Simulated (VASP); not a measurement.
The system is BaTe.

```
CELL_PARAMETERS angstrom
0.00000 3.41000 3.41000
3.41000 0.00000 3.41000
3.41000 3.41000 0.00000
ATOMIC_POSITIONS crystal
Ba 0.00000 0.00000 0.00000
Te 0.50000 0.50000 0.50000
```

Base run:

```yaml
Program: VASP 6.6.1
Functional: RPBE
Potentials_or_basis: VASP PAW PBE potentials, release 64 (Ba_sv, Te)
Cutoff: 520 eV
k_mesh: 7 × 7 × 7
Occupations: gaussian, width 0.1 eV
Spin: no spin polarisation
```

Its results: band gap on the k mesh 1.49 eV, indirect (least direct gap 1.87 eV); pressure 5.6 GPa.

**Question.** The run is repeated on the same cell with these changes: functional from RPBE to PBE; occupations from gaussian, width 0.1 eV to gaussian, width 0.02 eV. What comes out?

**Answer.** Band gap on the k mesh 1.38 eV, indirect (least direct gap 1.76 eV); pressure 4.2 GPa.

Caveats: spin-orbit coupling is left out, which moves the levels of the heavy elements; the PAW data sets were made with another functional, which shifts forces and pressure a little (some runs).

A k mesh can miss the band edges.
